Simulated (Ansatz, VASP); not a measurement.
**N in VASP and in Ansatz**

Contents of INCAR:

```
ALGO = Normal
EDIFF = 1E-6
ENCUT = 520
ISIF = 2
ISMEAR = 0
LASPH = T
LCHARG = T
LELF = T
LREAL = F
LVHAR = T
LWAVE = F
NBANDS = 30
NELM = 60
PREC = Accurate
SIGMA = 0.05
```

Contents of KPOINTS:

```
k-points
0
Gamma
  7 7 2
```

Contents of POSCAR:

```
N
1.0
   -3.5269202438      0.0000000000      0.0000000000
   -1.7634601219     -3.0544025283      0.0000000000
   -0.1469550102      0.2545335440     14.3505029787
N
8
Direct
    0.2607968545      0.4058698122      0.8704377462
    0.3004310721      0.3662355946      0.3948271353
    0.2671500507      0.3995166160      0.7941993922
    0.3067842682      0.3598823984      0.3185887812
    0.6535815142      0.6797518191      0.1570218298
    0.6139472966      0.7193860367      0.6326324407
    0.6599347104      0.6733986230      0.0807834757
    0.6203004928      0.7130328406      0.5563940867
```

Input for Ansatz:

```yaml
crystal:
  lattice:
    - [-3.5269202438, 0.0, 0.0]
    - [-1.7634601219, -3.0544025283, 0.0]
    - [-0.1469550102, 0.254533544, 14.3505029787]
  atoms:
    - { symbol: "N", position: [0.2607968545, 0.4058698122, 0.8704377462] }
    - { symbol: "N", position: [0.3004310721, 0.3662355946, 0.3948271353] }
    - { symbol: "N", position: [0.2671500507, 0.399516616, 0.7941993922] }
    - { symbol: "N", position: [0.3067842682, 0.3598823984, 0.3185887812] }
    - { symbol: "N", position: [0.6535815142, 0.6797518191, 0.1570218298] }
    - { symbol: "N", position: [0.6139472966, 0.7193860367, 0.6326324407] }
    - { symbol: "N", position: [0.6599347104, 0.673398623, 0.0807834757] }
    - { symbol: "N", position: [0.6203004928, 0.7130328406, 0.5563940867] }
basis:
  ecutwfc: 520.0
kpoints:
  mp_grid: { grid: [7, 7, 2] }
hamiltonian:
  xc: lda
scf:
  occupations: { method: gaussian, width: 0.05 }
output:
  forces: true
  stress: true
  eigenvalues: true
```

Alike in both runs: task single point; functional LDA; k mesh 7 × 7 × 2; occupations gaussian, width 0.05 eV; no spin polarisation.

```csv
,VASP,Ansatz
version,VASP 6.6.1,Ansatz 0.2.0
potentials or method,"VASP PAW LDA potentials, release 64 (N), cutoff 520 eV","scalar-relativistic, plane waves, PAW"
valence electrons in the cell,40,40
```

|  | VASP | Ansatz | Ansatz less VASP |
| --- | --- | --- | --- |
| gap on the k mesh at the Fermi level (eV) | 6.52 | 6.57 | +0.048 |
| least direct gap on the mesh (eV) | 6.68 | 6.73 | +0.050 |
| pressure (GPa) | 2.1 | -0.1 | -2.17 |
| traceless stress, the component that is largest in VASP (GPa) | 4.57 | -0.07 | -4.641 |
| rms of the force components (eV/Å) | 0.884 | 0.008 | -0.8757 |

LDA's correlation is that of Perdew and Zunger in VASP and of Perdew and Wang (1992) in Ansatz. Atom by atom the forces differ by 0.885 eV/Å (rms over components).

Noted on VASP's run: the standard files for N, O and F lose accuracy on very short bonds.
